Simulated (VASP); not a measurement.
MnSi4C, 6 atoms in the cell. The structure is tetragonal, space group P4/mmm (No. 123). Conventional cell: a = 3.860 Å, b = 3.860 Å, c = 4.955 Å, α = 90.00°, β = 90.00°, γ = 90.00°. Within 3.0 Å of Mn (site symmetry 4/mmm) lie 8 Si at 2.31 Å. Within 3.0 Å of Si (site symmetry 2mm) lie 2 C at 2.28 Å and 2 Mn at 2.31 Å and 6 Si at 2.43 to 2.73 Å. Within 3.0 Å of C (site symmetry 4/mmm) lie 8 Si at 2.28 Å. The cell was generated, and may not be a known phase.

| Quantity | Value |
| --- | --- |
| Program | VASP 6.6.1 |
| Task | single point |
| Functional | PBE |
| Potentials or basis | VASP PAW PBE potentials, release 64 (Mn_pv, Si, C) |
| Cutoff | 520 eV |
| k mesh | 6 × 6 × 4 |
| Occupations | gaussian, width 0.1 eV |
| Spin | collinear spin, ferromagnetic start |
| Starting moments | [4.0, 0.0, 0.0, 0.0, 0.0, 0.0] μB |
| Dipole correction | no |
| Further INCAR settings | ALGO = Normal; EDIFF = 1e-06; NBANDS = 30 |

Potentials or basis: VASP PAW PBE potentials, release 64 (Mn_pv, Si, C).

Launch:

```sh
$ cat potpaw_PBE.64/Mn_pv/POTCAR potpaw_PBE.64/Si/POTCAR potpaw_PBE.64/C/POTCAR > POTCAR
$ mpirun -np 1 vasp_std > vasp.out
```

Hardware: 1 thread of Intel Xeon 8259CL (shared host).

Question: Estimate the wall time of this run.

Answer: Wall time 3.7 min on 1 thread of Intel Xeon 8259CL, with other jobs on the host, peak memory 0.27 GiB. Counts: scf iterations 16, k points 30.
